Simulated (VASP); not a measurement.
A run of VASP 6.6.1 is set up as follows.

The input INCAR:

```
SYSTEM = TePb
PREC = Accurate ; ENCUT = 520
EDIFF = 1E-6 ; ISMEAR = -1
SIGMA = 0.02 ; LREAL = .FALSE.
LASPH = .TRUE. ; NELM = 60
ALGO = Normal ; ISIF = 2
LWAVE = .FALSE. ; LCHARG = .TRUE.
GGA = PE ; LELF = .TRUE.
LVHAR = .TRUE. ; NBANDS = 17
```

File KPOINTS:

```
Automatic mesh
0
G
  8 8 8
  0 0 0
```

POSCAR

```
TePb
1.0
   -0.1250492235      3.1427876285      3.1427876285
    3.1427876285     -0.1250492235      3.1427876285
    3.1427876285      3.1427876285     -0.1250492235
Pb Te
1 1
Direct
    0.0000000000      0.0000000000      0.0000000000
    0.5000000000      0.5000000000      0.5000000000
```

Potentials or basis: VASP PAW PBE potentials, release 64 (Pb_d, Te).

Command:

```bash
$ cat potpaw_PBE.64/Pb_d/POTCAR potpaw_PBE.64/Te/POTCAR > POTCAR
$ mpirun -np 1 vasp_std > vasp.out
```

Task: Predict the pressure.

Result: 3.3 GPa.

Task: Predict the band gap on the k mesh.

Result: 0.28 eV (least direct gap 0.60 eV).

Stress tensor (GPa, compression positive):
```
3.30 0.50 0.50
0.50 3.30 0.50
0.50 0.50 3.30
```

Caveat: the cell differs from its parent crystal (strain along [111] -5.7%); the cell stands under pressure; the structure was generated, so it needn't be the stable form of TePb; spin-orbit coupling is left out, which moves the levels of the heavy elements. A k mesh can miss the band edges.
